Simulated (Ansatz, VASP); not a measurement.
**AgCl in VASP and in Ansatz**

INCAR

```
SYSTEM = AgCl
ALGO = Normal ; EDIFF = 1E-7
ENCUT = 520 ; GGA = PE
ISIF = 2 ; ISMEAR = -1
LASPH = .True. ; LCHARG = .False.
LREAL = .False. ; LWAVE = .False.
NBANDS = 16 ; NELM = 100
PREC = Accurate ; SIGMA = 0.01
```

File KPOINTS:

```
k-points
0
Gamma
  9 9 9
  0 0 0
```

POSCAR

```
AgCl
1.0
    0.0000000000      2.7726629968      2.7726629968
    2.7726629968      0.0000000000      2.7726629968
    2.7726629968      2.7726629968      0.0000000000
Ag Cl
1 1
Direct
    0.0000000000      0.0000000000      0.0000000000
    0.5000000000      0.5000000000      0.5000000000
```

Input for Ansatz:

```yaml
crystal:
  lattice:
    - [0.0, 2.7726629968, 2.7726629968]
    - [2.7726629968, 0.0, 2.7726629968]
    - [2.7726629968, 2.7726629968, 0.0]
  atoms:
    - { symbol: Ag, position: [0.0, 0.0, 0.0] }
    - { symbol: Cl, position: [0.5, 0.5, 0.5] }
kpoints:
  mp_grid: { grid: [9, 9, 9] }
  band_path:
    path:
      - [0.0, 0.0, 0.0]
      - [0.5, 0.0, 0.5]
      - [0.625, 0.25, 0.625]
      - [0.375, 0.375, 0.75]
      - [0.0, 0.0, 0.0]
      - [0.5, 0.5, 0.5]
      - [0.5, 0.25, 0.75]
      - [0.5, 0.0, 0.5]
    npoints: 5
scf:
  occupations: { method: fermi_dirac, width: 0.01 }
hamiltonian:
  xc: pbe
  pseudopotentials: { kind: all_electron, lapw: { basis_error: 0.0005 } }
output:
  forces: true
  stress: true
  eigenvalues: true
```

Alike in both runs: task single point; functional PBE; k mesh 9 × 9 × 9; occupations fermi-dirac, width 0.01 eV; no spin polarisation.

```csv
,VASP,Ansatz
version,VASP 6.6.1,Ansatz 0.2.0
potentials or method,"VASP PAW PBE potentials, release 64 (Ag, Cl), cutoff 520 eV","all-electron LAPW, scalar-relativistic"
```

|  | VASP | Ansatz | Ansatz less VASP |
| --- | --- | --- | --- |
| gap on the k mesh at the Fermi level (eV) | 0.95 | 0.96 | +0.004 |
| pressure (GPa) | 1.5 | 1.6 | +0.15 |

Ansatz ran all-electron here, and VASP with PAW potentials.
